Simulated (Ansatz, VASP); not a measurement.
## KF: VASP beside Ansatz

```xyz
2
Lattice="0.0000 2.6646 2.6646 2.6646 0.0000 2.6646 2.6646 2.6646 0.0000" Properties=species:S:1:pos:R:3 pbc="T T T"
K     0.0000    0.0000    0.0000
F     2.6646    2.6646    2.6646
```

Change from the starting cell: volume scaled by 0.99.

Alike in both runs: task single point; functional PBEsol; k mesh 9 × 9 × 9; occupations fermi-dirac, width 0.01 eV; no spin polarisation.

```csv
,VASP,Ansatz
version,VASP 6.6.1,Ansatz 0.2.0
potentials or method,"VASP PAW PBE potentials, release 64 (K_sv, F), cutoff 520 eV","all-electron LAPW, scalar-relativistic"
```

Ansatz gave:

| Quantity | Value |
| --- | --- |
| gap on the k mesh at the Fermi level (eV) | 6.08 |
| pressure (GPa) | -0.4 |

Q: What did VASP give for the same quantities?

A: gap on the k mesh at the Fermi level (eV): 6.07; pressure (GPa): -0.4.

VASP's potentials were made for PBE, not for PBEsol. Ansatz ran all-electron here, and VASP with PAW potentials.
